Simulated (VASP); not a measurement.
# Al3H in VASP: relaxation of the atoms with PBE

Aim: the relaxation of the atoms of Al3H with PBE.

Everything below comes from runs of VASP 6.6.1. Logs are shortened: lines on timing, memory, paths and dates and some standing lists are left out, and cuts for length are marked.

**1. The cell of the first run**

The cell holds a slab with vacuum, 4 atoms: a = 2.857 Å, b = 2.857 Å, c = 20.101 Å, α = 90.00°, β = 90.00°, γ = 120.00°.

**2. Relaxation of the atoms, PBE**

INCAR reads:

```
SYSTEM = Al3H
PREC     = Accurate       ! precision mode
ENCUT    = 520            ! plane-wave cutoff, eV
EDIFF    = 1E-6           ! SCF threshold, eV
ISMEAR   = 0              ! smearing method
SIGMA    = 0.1            ! smearing width, eV
LREAL    = .False.        ! projectors in reciprocal space
LASPH    = .True.         ! aspherical terms in the spheres
NELM     = 80             ! most SCF steps
ALGO     = Normal         ! electronic algorithm
ISIF     = 2              ! what is computed and relaxed
LWAVE    = .False.        ! write WAVECAR
LCHARG   = .False.        ! write CHGCAR
LDIPOL   = .True.       
IDIPOL   = 3            
DIPOL    = 0.5 0.5 0.358
GGA      = PE             ! functional
IBRION   = 2              ! ionic algorithm
NSW      = 36             ! ionic steps
EDIFFG   = -0.025         ! ionic threshold
```

KPOINTS reads:

```
regular mesh
0
Gamma
  9 9 1
  0 0 0
```

POSCAR reads:

```
Al3H
1.0
    2.8567582918      0.0000000000      0.0000000000
   -1.4283791459      2.4740252532      0.0000000000
    0.0000000000      0.0000000000     20.1013782055
Al H
3 1
Selective dynamics
Direct
    0.6666666667      0.3333333333      0.1989913308  F F F
    0.3333333333      0.6666666667      0.3134471548  F F F
    0.0000000000      0.0000000000      0.4278999240  F F F
    0.0000000000      0.3333333333      0.4919274012  F F T
```

Potentials or basis: VASP PAW PBE potentials, release 64 (Al, H).

On the command line:

```sh
> cat potpaw_PBE.64/Al/POTCAR potpaw_PBE.64/H/POTCAR > POTCAR
> mpirun -np 1 vasp_std > vasp.out
```

OUTCAR:

```text
SYSTEM = Al3H
   PREC = Accurate
   ENCUT = 520
   EDIFF = 1E-6
   ISMEAR = 0
   LREAL = .False.
   LASPH = .True.
   NELM = 80
   ISIF = 2
   GGA = PE
   IBRION = 2
   NSW = 36
   EDIFFG = -0.025

 ion  position               nearest neighbor table
   1  0.667  0.333  0.199-   2 2.83   2 2.83   2 2.83
   2  0.333  0.667  0.313-   3 2.83   3 2.83   3 2.83   1 2.83   1 2.83   1 2.83
   3  0.000  0.000  0.428-   4 1.60   2 2.83   2 2.83   2 2.83
   4  0.000  0.333  0.492-   3 1.60

  LATTYP: Found a hexagonal cell.
 ALAT       =     2.8567582918
 C/A-ratio  =     7.0364294603

  Lattice vectors:

 A1 = (   2.8567582918,   0.0000000000,   0.0000000000)
 A2 = (  -1.4283791459,   2.4740252532,   0.0000000000)
 A3 = (   0.0000000000,   0.0000000000,  20.1013782055)

Analysis of symmetry for initial positions (statically):
=====================================================================
 Subroutine PRICEL returns:
 Original cell was already a primitive cell.

 Routine SETGRP: Setting up the symmetry group for a
 hexagonal supercell.

 Subroutine GETGRP returns: Found  1 space group operations
 (whereof  1 operations were pure point group operations)
 out of a pool of 24 trial point group operations.

The static configuration has the point symmetry C_1 .

Analysis of symmetry for dynamics (positions and initial velocities):
=====================================================================
 Subroutine PRICEL returns:
 Original cell was already a primitive cell.

 Routine SETGRP: Setting up the symmetry group for a
 hexagonal supercell.

 Subroutine GETGRP returns: Found  1 space group operations
 (whereof  1 operations were pure point group operations)
 out of a pool of 24 trial point group operations.

The dynamic configuration has the point symmetry C_1 .

Analysis of constrained symmetry for selective dynamics:
=====================================================================
 Subroutine PRICEL returns:
 Original cell was already a primitive cell.

 Routine SETGRP: Setting up the symmetry group for a
 hexagonal supercell.

 Subroutine GETGRP returns: Found  1 space group operations
 (whereof  1 operations were pure point group operations)
 out of a pool of 24 trial point group operations.

The constrained configuration has the point symmetry C_1 .

[... 124 lines left out ...]
  Fermi-wavevector in a.u.,A,eV,Ry     =   0.675938  1.277338  6.216400  0.456892
  Thomas-Fermi vector in A             =   1.753103
   LORBIT       =      0    0 simple, 1 ext, 2 COOP (PROOUT), +10 PAW based schemes
   GGA     = PE    functional components
   LHFCALC =     F    Hartree Fock is set to
   AEXX    =    0.0000 exact exchange contribution
   IVDW    =     0    specifies the selected vdW correction
   LEPSILON=     F    determine dielectric tensor
   LRPA    =     F    only Hartree local field effects (RPA)
 conjugate gradient relaxation of ions
 non-spin polarized calculation
 Gauss-broadening in eV      SIGMA  =   0.10
  energy-cutoff  :      520.00
  volume of cell :      142.07
 maximum number of plane-waves:      3849
 NGX is ok and might be reduce to    24
   NGX = 11   NGY = 11   NGZ = 75

 dipolmoment           0.000000      0.000000     -0.026582 electrons x Angstroem

--------------------------------------- Ionic step        1  -------------------------------------------

 number of electron      10.0000001 magnetization

 Free energy of the ion-electron system (eV)
  ---------------------------------------------------
  ext. energy  EPLUGINS =         0.00000000
  ---------------------------------------------------
  free energy    TOTEN  =       -13.40880940 eV

  energy without entropy =      -13.40275203  energy(sigma->0) =      -13.40578072

------------------------ aborting loop because EDIFF is reached ----------------------------------------

  FORCE on cell =-STRESS in cart. coord.  units (eV):
  Direction    XX          YY          ZZ          XY          YZ          ZX
  --------------------------------------------------------------------------------------
  -------------------------------------------------------------------------------------
  Total        0.1848326     -0.0012605      0.5424620     -0.3618347      0.1526710     -0.2465983
  in kB        2.0844224     -0.0142152      6.1175342     -4.0805375      1.7217247     -2.7809754
  external PRESSURE =       2.7292471 kB  Pullay stress =       0.0000000 kB
[... 63 lines left out ...]
--------------------------------------- Ionic step        3  -------------------------------------------

 number of electron      10.0000001 magnetization

 dipolmoment           0.000000      0.000000      0.033085 electrons x Angstroem

 Free energy of the ion-electron system (eV)
  ---------------------------------------------------
  ext. energy  EPLUGINS =         0.00000000
  ---------------------------------------------------
  free energy    TOTEN  =       -13.42062094 eV

  energy without entropy =      -13.41404395  energy(sigma->0) =      -13.41733244

 E-fermi :   0.0582     XC(G=0):  -4.6244

 val. band max:        0.0450452668   @ k =  -0.3333   0.4444   0.0000
 cond. band min:       0.1657099895   @ k =   0.1111   0.3333   0.0000
 fundamental gap:      0.1206647227
 Fermi energy:         0.0582009627

 k-point     1 :       0.0000    0.0000    0.0000
  band No.  band energies     occupation
      1     -10.7028      2.00000
      2      -9.3053      2.00000
      3      -7.0223      2.00000
      4      -4.1224      2.00000
      5      -0.5490      2.00000
      6       2.6615      0.00000
      7       4.0225      0.00000
      8       5.0462      0.00000
      9       5.4464      0.00000
[... 265 lines left out ...]
 k-point    24 :      -0.1111    0.4444    0.0000
  band No.  band energies     occupation
      1      -6.9263      2.00000
      2      -5.6768      2.00000
      3      -3.6677      2.00000
      4      -1.8680      2.00000
      5      -0.7467      2.00000
      6       0.1684      0.11926
      7       1.7743      0.00000
      8       3.1619      0.00000
      9       3.3241      0.00000

 [... further k-points ...]

------------------------ aborting loop because EDIFF is reached ----------------------------------------

 vacuum level on the upper side and lower side of the slab       (xc-potential included)         0.377        -0.567

  FORCE on cell =-STRESS in cart. coord.  units (eV):
  Direction    XX          YY          ZZ          XY          YZ          ZX
  --------------------------------------------------------------------------------------
  -------------------------------------------------------------------------------------
  Total        0.1164023     -0.2003691     -0.0523294     -0.2385857     -0.1207282     -0.0808949
  in kB        1.3127091     -2.2596330     -0.5901367     -2.6906150     -1.3614940     -0.9122798
  external PRESSURE =      -0.5123535 kB  Pullay stress =       0.0000000 kB
[... 19 lines left out ...]
  FREE ENERGIE OF THE ION-ELECTRON SYSTEM (eV)
  ---------------------------------------------------
  free  energy   TOTEN  =       -13.4206209384 eV

  energy  without entropy=      -13.4140439450  energy(sigma->0) =      -13.41733244

 reached required accuracy - stopping structural energy minimisation

 vacuum level on the upper side and lower side of the slab         4.847         3.901
```

OSZICAR:

```text
N       E                     dE             d eps       ncg     rms          rms(c)
DAV:   1     0.259758684290E+02    0.25976E+02   -0.34685E+03   738   0.782E+02
DAV:   2    -0.127418898688E+02   -0.38718E+02   -0.35959E+02  1118   0.109E+02
DAV:   3    -0.140120869608E+02   -0.12702E+01   -0.12389E+01  1024   0.240E+01
[... 41 lines left out ...]
DAV:   8    -0.134206131483E+02   -0.24512E-05   -0.24386E-07   618   0.263E-03    0.658E-04
DAV:   9    -0.134206179912E+02   -0.48429E-05   -0.73248E-07   698   0.278E-03    0.399E-04
DAV:  10    -0.134206193894E+02   -0.13982E-05   -0.13124E-07   638   0.131E-03    0.333E-04
DAV:  11    -0.134206206396E+02   -0.12502E-05   -0.19663E-07   664   0.130E-03    0.124E-04
DAV:  12    -0.134206209384E+02   -0.29875E-06   -0.39914E-08   617   0.719E-04
   3 F= -.13420621E+02 E0= -.13417332E+02  d E =-.118115E-01
```

CONTCAR:

```text
Al3H
   1.00000000000000
     2.8567582917999998    0.0000000000000000    0.0000000000000000
    -1.4283791458999999    2.4740252532000002    0.0000000000000000
     0.0000000000000000    0.0000000000000000   20.1013782055000014
  Al              H
     3     1
Selective dynamics
Direct
     0.6666666667000030    0.3333333332999970    0.1989913307999984   F   F   F
     0.3333333332999970    0.6666666667000030    0.3134471548000022   F   F   F
     0.0000000000000000    0.0000000000000000    0.4278999240000019   F   F   F
     0.0000000000000000    0.3333333332999970    0.4947444117333472   F   F   T

  0.00000000E+00  0.00000000E+00  0.00000000E+00
  0.00000000E+00  0.00000000E+00  0.00000000E+00
  0.00000000E+00  0.00000000E+00  0.00000000E+00
  0.00000000E+00  0.00000000E+00  0.00000000E+00
```

It took 3.8 min on 1 thread of AMD EPYC 7R43 (Zen 3), shared host; peak memory 0.24 GiB.

Results:

```
Free energy               : -13.4206 eV
Energy gained by relaxing : 3.0 meV/atom
Ionic steps               : 3
Band gap on the k mesh    : zero (bands 5 and 6 overlap by 1.93 eV)
```

The path:
```csv
step,energy change (eV),largest force on free atoms (eV/Å),pressure (GPa)
1,0.0000,0.4365,0.27
2,-0.0073,0.2634,0.15
3,-0.0118,0.0077,-0.05
```

Final structure:
```
CELL_PARAMETERS angstrom
2.85676 0.00000 0.00000
-1.42838 2.47403 0.00000
0.00000 0.00000 20.10138
ATOMIC_POSITIONS crystal
Al 0.66667 0.33333 0.19899
Al 0.33333 0.66667 0.31345
Al 0.00000 0.00000 0.42790
H 0.00000 0.33333 0.49474
```

Levels at points of the mesh, in eV from the Fermi level:
```tsv
k point	band 2	band 3	band 4	band 5	band 6	band 7	band 8	band 9
(0.00, 0.00, 0.00)	-9.36	-7.08	-4.18	-0.61	2.60	3.96	4.99	5.39
```

The gap in the log of VASP goes by the Fermi energy; the results here count the filled bands.